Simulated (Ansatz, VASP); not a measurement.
**ZrC in VASP and in Ansatz**

```
Zr C
1.0
     3.42683    0.00000    0.00000
     0.00000    6.18140    0.00000
     0.00000    0.00000    4.90833
Zr C
4 4
Direct
  0.00000 0.50000 0.05075
  0.50000 0.50000 0.55075
  0.50000 0.00000 0.55075
  0.00000 0.00000 0.05075
  0.00000 0.75000 0.55075
  0.00000 0.25000 0.55075
  0.50000 0.25000 0.05075
  0.50000 0.75000 0.05075
```

Alike in both runs: functional PBEsol; k mesh 10 × 6 × 10; occupations gaussian, width 0.1 eV; no spin polarisation.

Ansatz relaxed the structure, and its values are those at the end. VASP's run is a single point on that final structure, the one shown.

|  | VASP | Ansatz |
| --- | --- | --- |
| version | VASP 6.6.1 | Ansatz 0.2.0 |
| potentials or method | VASP PAW PBE potentials, release 64 (Zr_sv, C), cutoff 520 eV | scalar-relativistic, plane waves, PAW |
| valence electrons in the cell | 64 | 64 |

```tsv
	VASP	Ansatz	Ansatz less VASP
gap on the k mesh at the Fermi level (eV)	none	none	-
pressure (GPa)	0.3	0.0	-0.34
```

VASP's potentials were made for PBE, not for PBEsol. A gap of «none» marks a metal or a gap that the smearing closes. Ansatz's warnings: structure snapped to symmetry.
